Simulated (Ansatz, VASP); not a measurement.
Ag in VASP and in Ansatz

The input POSCAR:

```
Ag
1.0
    2.8701872985      0.0000000000      0.0000000000
   -1.4350936493      2.4856551142      0.0000000000
    0.0000000000      0.0000000000      4.6922174607
Ag
2
Direct
    0.6666666667      0.3333333333      0.7500000000
    0.3333333333      0.6666666667      0.2500000000
```

INCAR.step1

```
SYSTEM = Ag
PREC     = Accurate       ! precision mode
ENCUT    = 520            ! plane-wave cutoff, eV
ISMEAR   = -1             ! smearing method
SIGMA    = 0.05           ! smearing width, eV
LREAL    = .FALSE.        ! projectors in reciprocal space
LASPH    = .TRUE.         ! aspherical terms in the spheres
NELM     = 80             ! most SCF steps
NBANDS   = 18             ! bands
GGA      = PE             ! functional
ALGO     = Normal         ! electronic algorithm
EDIFF    = 1E-4           ! SCF threshold, eV
LWAVE    = .TRUE.         ! write WAVECAR
LCHARG   = .FALSE.        ! write CHGCAR
```

File INCAR.step2:

```
SYSTEM = Ag
PREC     = Accurate       ! precision mode
ENCUT    = 520            ! plane-wave cutoff, eV
EDIFF    = 1E-6           ! SCF threshold, eV
ISMEAR   = -1             ! smearing method
SIGMA    = 0.05           ! smearing width, eV
LREAL    = .FALSE.        ! projectors in reciprocal space
LASPH    = .TRUE.         ! aspherical terms in the spheres
NELM     = 80             ! most SCF steps
ALGO     = Normal         ! electronic algorithm
ISIF     = 2              ! what is computed and relaxed
LWAVE    = .FALSE.        ! write WAVECAR
LCHARG   = .TRUE.         ! write CHGCAR
METAGGA  = R2SCAN         ! meta-GGA
LMIXTAU  = .TRUE.       
LELF     = .TRUE.         ! ELF
LVHAR    = .TRUE.       
NBANDS   = 18             ! bands
ISTART   = 1
```

KPOINTS

```
regular mesh
0
G
  10 10 6
  0 0 0
```

The input input.yaml:

```yaml
crystal:
  lattice:
    - [2.8701872985, 0.0, 0.0]
    - [-1.4350936493, 2.4856551142, 0.0]
    - [0.0, 0.0, 4.6922174607]
  atoms:
    - { symbol: Ag, position: [0.6666666667, 0.3333333333, 0.75] }
    - { symbol: Ag, position: [0.3333333333, 0.6666666667, 0.25] }
hamiltonian:
  xc: r2scan
  pseudopotentials: { kind: paw }
kpoints:
  mp_grid: { grid: [10, 10, 6] }
scf:
  occupations: { method: fermi_dirac, width: 0.05 }
output:
  forces: true
  stress: true
  eigenvalues: true
```

Alike in both runs: task single point; functional r2SCAN; k mesh 10 × 10 × 6; occupations fermi-dirac, width 0.05 eV; no spin polarisation.

|  | VASP | Ansatz |
| --- | --- | --- |
| version | VASP 6.6.1 | Ansatz 0.2.0 |
| potentials or method | VASP PAW PBE potentials, release 64 (Ag) | Ansatz PAW |
| plane-wave cutoff (eV) | 520 | 500 |
| valence electrons in the cell | 22 | 38 |

Ansatz gave:

```
gap on the k mesh at the Fermi level (eV)                     : none
pressure (GPa)                                                : 4.2
traceless stress, the component that is largest in VASP (GPa) : -0.48
```

**Question.** Which values does VASP return?

**Answer.** gap on the k mesh at the Fermi level (eV): none; pressure (GPa): 4.4; traceless stress, the component that is largest in VASP (GPa): -0.48.

VASP's potentials were made for PBE, not for r2SCAN. A gap of «none» marks a metal or a gap that the smearing closes. VASP's potentials hold 22 valence electrons a cell and Ansatz's 38, so a difference there can come from the potentials and not from the codes.
